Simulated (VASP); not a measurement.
# LiGa12O18 (a cell with a defect) in VASP: a series of runs

LiGa12O18 (a cell with a defect) is run at these levels: PBE; tasks: single point.

Program: VASP 6.6.1. These are calculated values, not measurements. Logs are shortened: lines on timing, memory, paths and dates and some standing lists are left out, and cuts for length are marked.

## 1. The cell of the first run

The cell holds a defect, 31 atoms: a = 9.250 Å, b = 5.877 Å, c = 6.416 Å, α = 103.29°, β = 103.90°, γ = 90.00°.

## 2. Single point, PBE

INCAR reads:

```
ALGO = Normal
EDIFF = 1E-6
ENCUT = 650
GGA = PE
GGA_COMPAT = F
ISIF = 2
ISMEAR = -1
ISYM = -1
LASPH = T
LCHARG = F
LREAL = Auto
LWAVE = F
NBANDS = 154
NELECT = 266.0
NELM = 120
PREC = Accurate
SIGMA = 0.01
```

KPOINTS reads:

```
explicit points
1
Reciprocal
  0.25000000   0.25000000   0.25000000 1
```

POSCAR reads:

```
LiGa12O18
1.0
    0.0000000000      9.2496621800      0.0000000000
   -1.3977182400      0.0000000000      5.7085775500
    6.2279771500     -1.5416103600      0.0067278600
Ga O Li
12 18 1
Direct
    0.1171128742      0.6793059343      0.6812331665
    0.2233816323      0.3037409332      0.3224344723
    0.3049477053      0.2006720598      0.8213601468
    0.0316538876      0.7890791373      0.1600043120
    0.4445580073      0.6845032881      0.6747445932
    0.5522890596      0.3059839431      0.3148302491
    0.6332511718      0.2003434043      0.8117917318
    0.3643075531      0.7865209241      0.1810730980
    0.7777097876      0.6786467332      0.6821604269
    0.8822650117      0.3458289623      0.3037329885
    0.9765663911      0.2191494814      0.8461982121
    0.6871094698      0.7880185525      0.1579830931
    0.1718258524      0.7353981255      0.0015136468
    0.1714688116      0.2566726800      1.0020590318
    0.2726650960      0.4284632582      0.6486908898
    0.0538799598      0.5705000032      0.3434410911
    0.0466844529      0.1046149153      0.3175581779
    0.2763430626      0.8886438821      0.6657247978
    0.4945551600      0.7347323357     -0.0028449814
    0.5002455413      0.2514649461      0.9918342177
    0.6096510974      0.4306452222      0.6462422055
    0.3915443627      0.5560337379      0.3459618685
    0.3903659636      0.0999724969      0.3296920281
    0.6121866444      0.8857586501      0.6707638308
    0.8335718151      0.7355005510      0.0026770432
    0.8270527188      0.2597293469      0.9891871896
    0.9429292485      0.4274358534      0.6498589139
    0.7256063272      0.5713396754      0.3445533585
    0.7260085154      0.1027931257      0.3209217532
    0.9495258909      0.8951082586      0.6939356490
    0.9098367896      1.0099433659      0.4573481117
```

Potentials or basis: VASP PAW PBE potentials, release 64 (Ga_d, O, Li_sv).

Run with:

```sh
cat potpaw_PBE.64/Ga_d/POTCAR potpaw_PBE.64/O/POTCAR potpaw_PBE.64/Li_sv/POTCAR > POTCAR
mpirun -np 1 vasp_std > vasp.out
```

OUTCAR:

```text
EDIFF = 1E-6
   ENCUT = 650
   GGA = PE
   ISIF = 2
   ISMEAR = -1
   ISYM = -1
   LASPH = T
   LREAL = Auto
   NELECT = 266.0
   NELM = 120
   PREC = Accurate

 ion  position               nearest neighbor table
   1  0.117  0.679  0.681-  13 1.94  18 1.95  30 2.01  16 2.05  15 2.07  27 2.13
   2  0.223  0.304  0.322-  14 1.95  23 1.95  15 1.99  17 2.00  22 2.10  16 2.22
   3  0.305  0.201  0.821-  20 1.86  18 1.86  14 1.87  15 1.91
   4  0.032  0.789  0.160-  13 1.82  25 1.85  17 1.88  16 1.91  31 2.55
   5  0.445  0.685  0.675-  24 1.96  19 1.96  18 1.96  22 2.01  15 2.14  21 2.14
   6  0.552  0.306  0.315-  23 1.96  20 1.96  29 2.00  21 2.02  22 2.10  28 2.18
   7  0.633  0.200  0.812-  24 1.85  20 1.86  26 1.86  21 1.89
   8  0.364  0.787  0.181-  13 1.86  23 1.86  19 1.86  22 1.88
   9  0.778  0.679  0.682-  25 1.94  24 1.95  30 2.01  28 2.05  21 2.07  27 2.14
  10  0.882  0.346  0.304-  26 1.90  28 1.99  16 1.99  29 2.07  17 2.08  27 2.09  31 2.39
  11  0.977  0.219  0.846-  26 1.82  14 1.83  30 1.92  27 1.92  31 2.44
  12  0.687  0.788  0.158-  19 1.82  25 1.85  29 1.89  28 1.92  31 2.57
  13  0.172  0.735  0.002-   4 1.82   8 1.86   1 1.94
  14  0.171  0.257  0.002-  11 1.83   3 1.87   2 1.95
  15  0.273  0.428  0.649-   3 1.91   2 1.99   1 2.07   5 2.14
  16  0.054  0.571  0.343-   4 1.91  10 1.99   1 2.05   2 2.22
  17  0.047  0.105  0.318-  31 1.87   4 1.88   2 2.00  10 2.08
  18  0.276  0.889  0.666-   3 1.86   1 1.95   5 1.96
  19  0.495  0.735  0.997-  12 1.82   8 1.86   5 1.96
  20  0.500  0.251  0.992-   3 1.86   7 1.86   6 1.96
  21  0.610  0.431  0.646-   7 1.89   6 2.02   9 2.07   5 2.14
  22  0.392  0.556  0.346-   8 1.88   5 2.01   6 2.10   2 2.10
  23  0.390  0.100  0.330-   8 1.86   2 1.95   6 1.96
  24  0.612  0.886  0.671-   7 1.85   9 1.95   5 1.96
  25  0.834  0.736  0.003-  12 1.85   4 1.85   9 1.94
  26  0.827  0.260  0.989-  11 1.82   7 1.86  10 1.90
  27  0.943  0.427  0.650-  11 1.92  10 2.09   1 2.13   9 2.14
  28  0.726  0.571  0.345-  12 1.92  10 1.99   9 2.05   6 2.18
  29  0.726  0.103  0.321-  31 1.86  12 1.89   6 2.00  10 2.07
  30  0.950  0.895  0.694-  31 1.76  11 1.92   1 2.01   9 2.01
  31  0.910  0.010  0.457-  30 1.76  29 1.86  17 1.87  10 2.39  11 2.44   4 2.55  12 2.57

IMPORTANT INFORMATION: All symmetrisations will be switched off!
NOSYMM: (Re-)initialisation of all symmetry stuff for point group C_1.

----------------------------------------------------------------------------------------

                                     Primitive cell

  volume of cell :     328.9392

  direct lattice vectors                    reciprocal lattice vectors
     0.000000000  9.249662180  0.000000000     0.026753887  0.108112056  0.006550563
    -1.397718240  0.000000000  5.708577550    -0.000189185  0.000000000  0.175128666
     6.227977150 -1.541610360  0.006727860     0.160523321  0.000000000  0.039303377

  length of vectors
     9.249662180  5.877199497  6.415941641     0.111565663  0.175128768  0.165264914

  position of ions in fractional coordinates (direct lattice)
     0.117112874  0.679305934  0.681233167
     0.223381632  0.303740933  0.322434472
     0.304947705  0.200672060  0.821360147
     0.031653888  0.789079137  0.160004312
     0.444558007  0.684503288  0.674744593
     0.552289060  0.305983943  0.314830249
[... 23 lines left out ...]
     0.949525891  0.895108259  0.693935649
     0.909836790  0.009943366  0.457348112

  ion indices of the primitive-cell ions
   primitive index   ion index
                 1           1
                 2           2
                 3           3
                 4           4
                 5           5
                 6           6
[... 23 lines left out ...]
                30          30
                31          31

----------------------------------------------------------------------------------------

 KPOINTS: explicit points

Read explicit list of k-points.

 Found      1 k-points:

 Following reciprocal coordinates:
            Coordinates               Weight
  0.250000  0.250000  0.250000      1.000000
   k-points           NKPTS =      1   k-points in BZ     NKDIM =      1   number of bands    NBANDS=    154
   number of dos      NEDOS =    301   number of ions     NIONS =     31
   total plane-waves  NPLWV = 216000
   dimension x,y,z NGX =    80 NGY =   50 NGZ =   54
   dimension x,y,z NGXF=   160 NGYF=  100 NGZF=  108
   ions per type =              12  18   1
   NGX,Y,Z   is equivalent  to a cutoff of  14.38, 14.14, 13.99 a.u.
   NGXF,Y,Z  is equivalent  to a cutoff of  28.76, 28.29, 27.98 a.u.
 SYSTEM =  unknown system
   PREC   = accura    normal or accurate (medium, high low for compatibility)
   ISTART =      0    job   : 0-new  1-cont  2-samecut
   ICHARG =      2    charge: 1-file 2-atom 10-const
   ISPIN  =      1    spin polarized calculation?
   LNONCOLLINEAR =      F non collinear calculations
   LSORBIT =      F    spin-orbit coupling
   LASPH  =      T    aspherical Exc in radial PAW
   ENCUT  =  650.0 eV  47.77 Ry    6.91 a.u.  19.23 12.22 13.34*2*pi/ulx,y,z
   NELM   =    120;   NELMIN=  2; NELMDL= -5     # of ELM steps
   EDIFF  = 0.1E-05   stopping-criterion for ELM
   LREAL  =      T    real-space projection
   EDIFFG = 0.1E-04   stopping-criterion for IOM
   NSW    =      0    number of steps for IOM
   IBRION =     -1    ionic relax: 0-MD 1-quasi-New 2-CG
   NFREE  =      0    steps in history (QN), initial steepest desc. (CG)
   ISIF   =      2    stress and relaxation
   ISYM   =     -1    0-nonsym 1-usesym 2-fastsym
   POTIM  = 0.5000    time-step for ionic-motion
   TEBEG  =    0.0;   TEEND  =   0.0 temperature during run
   PSTRESS=    0.0 pullay stress
   NELECT =     266.0000    total number of electrons
   NUPDOWN=      -1.0000    fix difference up-down
   EMIN   =  10.00;   EMAX   =-10.00  energy-range for DOS
   EFERMI =   0.00;   METHOD = LEGACY
   ISMEAR =    -1;   SIGMA  =   0.01  broadening in eV -4-tet -1-fermi 0-gaus
   EFERMI_NEDOS =   21; number of points for ismear=-14 and -15
   IALGO  =     38    algorithm
   IMIX   =      4    mixing-type and parameters
     AMIX     =   0.40;   BMIX     =  1.00
     AMIX_MAG =   1.60;   BMIX_MAG =  1.00
  volume/ion in A,a.u.               =      10.61        71.61
  Fermi-wavevector in a.u.,A,eV,Ry     =   1.525212  2.882232 31.650840  2.326271
  Thomas-Fermi vector in A             =   2.633413
   LORBIT       =      0    0 simple, 1 ext, 2 COOP (PROOUT), +10 PAW based schemes
   GGA     = PE    functional components
   LHFCALC =     F    Hartree Fock is set to
   AEXX    =    0.0000 exact exchange contribution
   IVDW    =     0    specifies the selected vdW correction
   LEPSILON=     F    determine dielectric tensor
   LRPA    =     F    only Hartree local field effects (RPA)
 non-spin polarized calculation
  energy-cutoff  :      650.00
  volume of cell :      328.94
 maximum number of plane-waves:     12367
 NGX is ok and might be reduce to    80
   NGX = 39   NGY = 25   NGZ = 27

 number of electron     266.0000016 magnetization

 Free energy of the ion-electron system (eV)
  ---------------------------------------------------
  ext. energy  EPLUGINS =         0.00000000
  ---------------------------------------------------
  free energy    TOTEN  =      -187.61904138 eV

  energy without entropy =     -187.61904138  energy(sigma->0) =     -187.61904138

 E-fermi :   3.8956     XC(G=0): -11.4251

 val. band max:        3.5285073127   @ k =   0.2500   0.2500   0.2500
 cond. band min:       7.6815414161   @ k =   0.2500   0.2500   0.2500
 fundamental gap:      4.1530341034
 Fermi energy:         3.8956123639

 k-point     1 :       0.2500    0.2500    0.2500
  band No.  band energies     occupation
      1     -39.5962      2.00000
      2     -14.7237      2.00000
      3     -14.5435      2.00000
      4     -14.4158      2.00000
      5     -14.1535      2.00000
      6     -14.0756      2.00000
[... 137 lines left out ...]
    144      10.4988      0.00000
    145      11.1791      0.00000
 [bands above 145 left out]

------------------------ aborting loop because EDIFF is reached ----------------------------------------

  FORCE on cell =-STRESS in cart. coord.  units (eV):
  Direction    XX          YY          ZZ          XY          YZ          ZX
  --------------------------------------------------------------------------------------
  -------------------------------------------------------------------------------------
  Total        0.5556140     -4.0599011     -8.2847225      0.4684225      0.3108684      2.5406093
  in kB        2.7062513    -19.7747225    -40.3527287      2.2815639      1.5141591     12.3746471
  external PRESSURE =     -19.1404000 kB  Pullay stress =       0.0000000 kB

 VOLUME and BASIS-vectors are now :
 -----------------------------------------------------------------------------
  energy-cutoff  :      650.00
  volume of cell :      328.94
      direct lattice vectors                 reciprocal lattice vectors
     0.000000000  9.249662180  0.000000000     0.026753887  0.108112056  0.006550563
    -1.397718240  0.000000000  5.708577550    -0.000189185  0.000000000  0.175128666
     6.227977150 -1.541610360  0.006727860     0.160523321  0.000000000  0.039303377

 POSITION                                       TOTAL-FORCE (eV/Angst)
 -----------------------------------------------------------------------------------
      3.29323      0.03306      3.88245         0.006980     -0.001410      0.005879
      1.58357      1.56914      1.73610        -0.006391     -0.003268      0.002750
      4.83493      1.55445      1.15108        -0.004637      0.003990     -0.002843
     -0.10641      0.04612      4.50560        -0.010527      0.009283     -0.007337
      3.24555      3.07182      3.91208         0.010739      0.002683     -0.000470
      1.53308      4.62314      1.74885        -0.013064      0.002598     -0.000584
[... 23 lines left out ...]
      3.07071      7.71302      5.11446         0.027098      0.000251     -0.013726
      2.83446      7.71063      0.05984        -0.023818     -0.002367      0.004137
 -----------------------------------------------------------------------------------
    total drift:                                0.000083     -0.004340      0.004385

  FREE ENERGIE OF THE ION-ELECTRON SYSTEM (eV)
  ---------------------------------------------------
  free  energy   TOTEN  =      -187.6190413828 eV

  energy  without entropy=     -187.6190413828  energy(sigma->0) =     -187.61904138
```

Wall time 8.8 min (1 thread of Intel Xeon 8259CL, shared host); peak memory 0.51 GiB.

Results:

```
Free energy   : -187.6190 eV
Largest force : 0.030 eV/Å
```

Forces in eV/Å, atoms in the order of the input:
```
Ga   0.007 -0.001  0.006
Ga  -0.006 -0.003  0.003
Ga  -0.005  0.004 -0.003
Ga  -0.011  0.009 -0.007
Ga   0.011  0.003  0.000
Ga  -0.013  0.003 -0.001
Ga  -0.004  0.000 -0.007
Ga   0.007  0.000  0.005
Ga   0.003  0.001  0.006
Ga   0.000  0.000 -0.012
Ga   0.014 -0.005  0.003
Ga  -0.010 -0.010 -0.005
O    0.001 -0.005 -0.004
O    0.003 -0.004  0.005
O    0.015  0.000 -0.002
O   -0.006  0.015 -0.002
O    0.008  0.010  0.010
O   -0.024  0.000  0.013
O   -0.008 -0.001 -0.006
O    0.009  0.003  0.009
O    0.013 -0.005 -0.001
O   -0.014 -0.001 -0.002
O    0.018 -0.002 -0.015
O   -0.018  0.001  0.012
O    0.002  0.004  0.000
O   -0.005  0.001  0.002
O   -0.002  0.002 -0.007
O   -0.002 -0.010  0.005
O    0.012 -0.007  0.006
O    0.027  0.000 -0.014
Li  -0.024 -0.002  0.004
```

Levels at points of the mesh, in eV from the Fermi level:
| k point | band 131 | band 132 | band 133 | band 134 | band 135 | band 136 |
| --- | --- | --- | --- | --- | --- | --- |
| (0.25, 0.25, 0.25) | -0.65 | -0.54 | -0.37 | 3.79 | 4.50 | 5.08 |

Caveat: the cell carries a net charge on a neutralising background, which shifts energy and pressure; the cell is charged against a uniform background, so pressure and absolute levels hang on convention.

## 3. Single point, PBE

INCAR reads:

```
PREC = Accurate ; ENCUT = 650
EDIFF = 1E-6 ; ISMEAR = -1
SIGMA = 0.01 ; LREAL = Auto
LASPH = True ; NELM = 120
ALGO = Normal ; ISIF = 2
LWAVE = False ; LCHARG = False
GGA = PE ; NELECT = 266.0
NBANDS = 154 ; GGA_COMPAT = False
ISYM = -1
```

KPOINTS is that of step 2.

POSCAR reads:

```
LiGa12O18
1.0
    0.0000000000      9.2496621800      0.0000000000
   -1.3977182400      0.0000000000      5.7085775500
    6.2279771500     -1.5416103600      0.0067278600
Ga O Li
12 18 1
Direct
    0.1180720379      0.6542095989      0.6970947360
    0.2227069360      0.3214564514      0.3189457654
    0.3132903024      0.2120631403      0.8430652092
    0.0238385594      0.7812869156      0.1548849262
    0.4480506513      0.6939926501      0.6860983338
    0.5558130355      0.3156093540      0.3262467571
    0.6360598929      0.2134071331      0.8197303240
    0.3671184745      0.7999437691      0.1891598896
    0.7770634755      0.6962977450      0.6783821776
    0.8832330078      0.3208903961      0.3195983538
    0.9687850369      0.2112122266      0.8408127523
    0.6954235721      0.7996525340      0.1795185464
    0.1732673599      0.7401646659      0.0117880545
    0.1668034287      0.2639642377      0.9983690732
    0.2747025224      0.4287114345      0.6564428737
    0.0574976439      0.5729760143      0.3511836793
    0.0507991348      0.1053464776      0.3069427392
    0.2743589895      0.8973605577      0.6799668909
    0.5000990488      0.7487074081      0.0090897742
    0.5058514004      0.2652883880      1.0037749991
    0.6089073188      0.4440668223      0.6550350211
    0.3906700221      0.5694364211      0.3545994952
    0.3882651946      0.1143950832      0.3306402048
    0.6100518009      0.9000121680      0.6712627733
    0.8290074054      0.7435956443     -0.0011432440
    0.8285986956      0.2646987926      0.9992871223
    0.9464158908      0.4296264233      0.6573456765
    0.7277044861      0.5717160730      0.3520739770
    0.7240647550      0.1116100604      0.3353166030
    0.9537228748      0.8956458279      0.6833447223
    1.0906007155      0.9896227906      0.5432168409
```

Potentials or basis: VASP PAW PBE potentials, release 64 (Ga_d, O, Li_sv).

Run with:

```sh
cat potpaw_PBE.64/Ga_d/POTCAR potpaw_PBE.64/O/POTCAR potpaw_PBE.64/Li_sv/POTCAR > POTCAR
mpirun -np 1 vasp_std > vasp.out
```

Run time: 8.2 min. Hardware: 1 thread of Intel Xeon 8259CL, shared host; peak memory 0.5 GiB.

It converged, with:

| Quantity | Value |
| --- | --- |
| Free energy | -187.6190 eV |
| Largest force | 0.033 eV/Å |

Forces on the atoms (eV/Å):
```
Ga   0.014 -0.003  0.025
Ga  -0.015  0.000 -0.001
Ga   0.006  0.002  0.003
Ga  -0.031  0.002 -0.013
Ga   0.009  0.003  0.008
Ga  -0.015 -0.001  0.007
Ga   0.002  0.006  0.002
Ga   0.006 -0.007 -0.004
Ga   0.013  0.004  0.005
Ga  -0.016  0.001 -0.001
Ga   0.014 -0.014 -0.005
Ga   0.001  0.004 -0.007
O   -0.002  0.011 -0.004
O   -0.006  0.006  0.015
O    0.005  0.015 -0.002
O    0.004 -0.004  0.006
O   -0.010  0.002  0.000
O   -0.008  0.014 -0.015
O   -0.006 -0.002 -0.007
O    0.010  0.000  0.006
O    0.007 -0.004  0.002
O   -0.006  0.007  0.000
O    0.009  0.001 -0.016
O   -0.020 -0.003  0.008
O    0.001 -0.010 -0.005
O    0.003 -0.004  0.007
O    0.006 -0.010  0.012
O   -0.009 -0.001  0.003
O    0.020 -0.002 -0.019
O   -0.010 -0.011 -0.019
Li   0.026 -0.002  0.007
```

Levels at points of the mesh, in eV from the Fermi level:
| k point | band 130 | band 131 | band 132 | band 133 | band 134 | band 135 | band 136 | band 137 |
| --- | --- | --- | --- | --- | --- | --- | --- | --- |
| (0.25, 0.25, 0.25) | -0.79 | -0.68 | -0.57 | -0.40 | 3.76 | 4.47 | 5.05 | 5.38 |

Caveat: the cell carries a net charge on a neutralising background, which shifts energy and pressure; the cell is charged against a uniform background, so pressure and absolute levels hang on convention.

(Continued in part 2 of 2.)
